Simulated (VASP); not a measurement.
Write the native input for VASP 6.6.1 that does the following.

| Item | Value |
| --- | --- |
| Task | relaxation of cell and atoms |
| Functional | PBE |
| Potentials or basis | VASP PAW PBE potentials, release 64 (Al, Ga_d, As) |
| Cutoff | 600 eV |
| k mesh | 4 × 4 × 4 |
| Occupations | gaussian, width 0.1 eV |
| Spin | no spin polarisation |
| Dipole correction | no |
| Further INCAR settings | ALGO = Normal; EDIFF = 1e-07; IBRION = 2; EDIFFG = -0.04; NSW = 90; ISIF = 3 |

The structure of Al3GaAs4 lies in POSCAR:

```
Al3GaAs4
1.0
   -2.7194347700      2.7194347700      5.4388695300
    2.7194347700     -2.7194347700      5.4388695300
    2.7194347700      2.7194347700     -5.4388695300
Al Ga As
3 1 4
Direct
    0.0000000000      0.0000000000      0.0000000000
    0.2500000000      0.7500000000      0.5000000000
    0.7500000000      0.2500000000      0.5000000000
    0.5000000000      0.5000000000      0.0000000000
    0.1250000000      0.1250000000      0.5000000000
    0.3750000000      0.8750000000      0.0000000000
    0.6250000000      0.6250000000      0.5000000000
    0.8750000000      0.3750000000      0.0000000000
```

One way to write it, as run:

INCAR

```
SYSTEM = Al3GaAs4
PREC = Accurate
ENCUT = 600
EDIFF = 1E-7
ISMEAR = 0
SIGMA = 0.1
LREAL = .FALSE.
LASPH = .TRUE.
NELM = 60
ALGO = Normal
ISIF = 3
LWAVE = .FALSE.
LCHARG = .FALSE.
GGA = PE
IBRION = 2
NSW = 90
EDIFFG = -0.04
```

KPOINTS

```
Automatic mesh
0
G
  4 4 4
  0 0 0
```

Potentials or basis: VASP PAW PBE potentials, release 64 (Al, Ga_d, As).

Run with:

```console
$ cat potpaw_PBE.64/Al/POTCAR potpaw_PBE.64/Ga_d/POTCAR potpaw_PBE.64/As/POTCAR > POTCAR
$ mpirun -np 1 vasp_std > vasp.out
```

It gave:

| Item | Value |
| --- | --- |
| Relaxed volume | 23.53 Å³/atom |
| Relaxed cell | a = 7.019 Å, b = 7.019 Å, c = 7.019 Å, α = 131.81°, β = 131.81°, γ = 70.54° |
| Space group after relaxing (to 0.1 Å) | I-42m (No. 121) |
| Energy gained by relaxing | 141.2 meV/atom |
| Ionic steps | 5 |
| Pressure after relaxing | 0.2 GPa |
| Largest force after relaxing | 0.032 eV/Å |
| Band gap on the k mesh | 1.34 eV |

Caveat: the volume moved by over 15 % at a fixed basis, so the end points are rough.

Wall time 5.3 min on 1 thread of Intel(R) Xeon(R) Platinum 8559C (Emerald Rapids) (shared host), peak memory 0.46 GiB.
